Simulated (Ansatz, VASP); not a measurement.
## PbSe in VASP and in Ansatz

The input INCAR:

```
SYSTEM = PbSe
PREC     = Accurate       ! precision mode
ENCUT    = 520            ! plane-wave cutoff, eV
EDIFF    = 1E-7           ! SCF threshold, eV
ISMEAR   = -1             ! smearing method
SIGMA    = 0.01           ! smearing width, eV
LREAL    = .FALSE.        ! projectors in reciprocal space
LASPH    = .TRUE.         ! aspherical terms in the spheres
NELM     = 100            ! most SCF steps
ALGO     = Normal         ! electronic algorithm
ISIF     = 2              ! what is computed and relaxed
LWAVE    = .FALSE.        ! write WAVECAR
LCHARG   = .TRUE.         ! write CHGCAR
LELF     = .TRUE.         ! ELF
LVHAR    = .TRUE.       
NBANDS   = 17             ! bands
```

Contents of KPOINTS:

```
Automatic mesh
0
G
  6 6 6
  0 0 0
```

File POSCAR:

```
PbSe
1.0
    0.0000000000      3.0606500000      3.0606500000
    3.0606500000      0.0000000000      3.0606500000
    3.0606500000      3.0606500000      0.0000000000
Pb Se
1 1
Direct
    0.0000000000      0.0000000000      0.0000000000
    0.5000000000      0.5000000000      0.5000000000
```

Input for Ansatz:

```yaml
crystal:
  lattice:
    - [0.0, 3.06065, 3.06065]
    - [3.06065, 0.0, 3.06065]
    - [3.06065, 3.06065, 0.0]
  atoms:
    - { symbol: Pb, position: [0.0, 0.0, 0.0] }
    - { symbol: Se, position: [0.5, 0.5, 0.5] }
kpoints:
  mp_grid:
    grid: [6, 6, 6]
hamiltonian:
  xc: lda
  pseudopotentials:
    kind: paw
scf:
  occupations:
    method: fermi_dirac
    width: 0.01
output:
  forces: true
  stress: true
```

Alike in both runs: task single point; functional LDA; k mesh 6 × 6 × 6; occupations fermi-dirac, width 0.01 eV; no spin polarisation.

|  | VASP | Ansatz |
| --- | --- | --- |
| version | VASP 6.6.1 | Ansatz 0.2.0 |
| potentials or method | VASP PAW LDA potentials, release 64 (Pb_d, Se) | plane waves, PAW |
| plane-wave cutoff (eV) | 520 | 420 |
| valence electrons in the cell | 20 | 30 |

|  | VASP | Ansatz | Ansatz less VASP |
| --- | --- | --- | --- |
| pressure (GPa) | -2.1 | -2.2 | -0.11 |

LDA's correlation is that of Perdew and Zunger in VASP and of Perdew and Wang (1992) in Ansatz. VASP's potentials hold 20 valence electrons a cell and Ansatz's 30, so a difference there can come from the potentials and not from the codes.

Neither program's run includes spin-orbit coupling.
